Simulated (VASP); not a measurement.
Input of a VASP 6.6.1 run:

Contents of INCAR:

```
SYSTEM = Be2C
  PREC = Accurate
  ENCUT = 600
  EDIFF = 1E-7
  ISMEAR = 0
  SIGMA = 0.01
  LREAL = .FALSE.
  LASPH = .TRUE.
  NELM = 120
  ALGO = Normal
  ISIF = 3
  LWAVE = .FALSE.
  LCHARG = .FALSE.
  GGA = PS
  IBRION = 2
  NSW = 100
  EDIFFG = -0.002
  PSTRESS = -20.0
  GGA_COMPAT = .FALSE.
  NELMIN = 4
```

Contents of KPOINTS:

```
Automatic mesh
0
G
  10 10 10
  0 0 0
```

Contents of POSCAR:

```
Be2C
1.0
    2.1553793063      2.1553793063      0.0000000000
   -2.1553793063      2.1553793063      0.0000000000
    0.0000000000      2.1553793063      2.1553793063
Be C
2 1
Direct
    0.2500000000      0.7500000000      0.5000000000
    0.7500000000      0.2500000000      0.5000000000
    0.0000000000      0.0000000000      0.0000000000
```

Potentials or basis: VASP PAW PBE potentials, release 64 (Be, C).

Run with:

```console
$ cat potpaw_PBE.64/Be/POTCAR potpaw_PBE.64/C/POTCAR > POTCAR
$ mpirun -np 1 vasp_std > vasp.out
```

Estimate the space group after relaxing (to 0.05 Å).

Fm-3m (No. 225).

Predict the band gap on the k mesh.

1.06 eV, indirect (least direct gap 4.09 eV).

The path:
```
step  energy change (eV)  largest force (eV/Å)  pressure (GPa)  volume (Å³)
   1              0.0000                0.0000            0.56        20.03
   2              0.0020                0.0000           -2.54        20.34
   3              0.0012                0.0000           -1.99        20.28
```

Caveat: the cell is relaxed towards a set pressure, so the enthalpy falls and the energy may rise; the PAW data sets were made with another functional, which shifts forces and pressure a little. Zero-point motion and thermal expansion aren't in these numbers.
